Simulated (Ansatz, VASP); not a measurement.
# Two plane-wave programs on Al2O3

```xyz
5
Lattice="2.7886 0.0000 0.0000 -1.3943 2.4150 0.0000 0.0000 0.0000 7.0963" Properties=species:S:1:pos:R:3 pbc="T T T"
Al    0.0000    0.0000    1.3535
Al    0.0000    0.0000    5.7428
O     0.0000    1.6100    2.1133
O     1.3943    0.8050    0.0000
O     0.0000    1.6100    4.9830
```

Alike in both runs: task single point; functional PBE; dispersion D3(BJ); k mesh 9 × 9 × 4; occupations gaussian, width 0.05 eV; no spin polarisation.

```csv
,VASP,Ansatz
version,VASP 6.6.1,Ansatz 0.2.0
potentials or method,"VASP PAW PBE potentials, release 64 (Al, O), cutoff 520 eV","scalar-relativistic, plane waves, PAW"
valence electrons in the cell,24,24
```

|  | VASP | Ansatz | Ansatz less VASP |
| --- | --- | --- | --- |
| gap on the k mesh at the Fermi level (eV) | 4.72 | 4.76 | +0.047 |
| least direct gap on the mesh (eV) | 4.83 | 4.86 | +0.035 |
| pressure (GPa) | 9.7 | 9.5 | -0.17 |
| traceless stress, the component that is largest in VASP (GPa) | -6.54 | -6.17 | +0.372 |
| rms of the force components (eV/Å) | 0.622 | 0.607 | -0.0152 |

Atom by atom the forces differ by 0.015 eV/Å (rms over components).
